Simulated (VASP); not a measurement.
Set up this calculation in VASP 6.6.1, as the native input.

```yaml
Task: single point
Functional: PBE
Potentials_or_basis: VASP PAW PBE potentials, release 64 (Ca_sv)
Cutoff: 520 eV
k_mesh: 16 × 16 × 16
Occupations: gaussian, width 0.15 eV
Spin: no spin polarisation
Dipole_correction: no
Further_INCAR_settings: ALGO = Fast; EDIFF = 1e-07; NBANDS = 11
```

The structure of Ca lies in POSCAR:

```
Ca
1.0
    0.0000000000      2.4409585346      3.6614378018
    2.4409585346      0.0000000000      3.6614378018
    2.4409585346      2.4409585346      0.0000000000
Ca
1
Direct
    0.0000000000      0.0000000000      0.0000000000
```

This cell differs from its parent crystal: ratio of the length along z to the lengths across it x 1.5, volume and fractional coordinates fixed.

These files were run (other wordings do the same):

INCAR

```
PREC = Accurate
ENCUT = 520
EDIFF = 1E-7
ISMEAR = 0
SIGMA = 0.15
LREAL = False
LASPH = True
NELM = 60
ALGO = Fast
ISIF = 2
LWAVE = False
LCHARG = False
GGA = PE
NBANDS = 11
```

KPOINTS

```
regular mesh
0
Gamma
  16 16 16
```

Potentials or basis: VASP PAW PBE potentials, release 64 (Ca_sv).

Run with:

```sh
$ cat potpaw_PBE.64/Ca_sv/POTCAR > POTCAR
$ mpirun -np 1 vasp_std > vasp.out
```

Results of the run:

```
Pressure               : -0.2 GPa
Band gap on the k mesh : zero (band 5 reaches 1.97 eV, above the bottom of band 6 at 1.04 eV)
```

Run time: 3 min on 1 thread of AMD EPYC 9R45 96-Core Processor (Zen 5), on a shared host, peak memory 0.28 GiB.
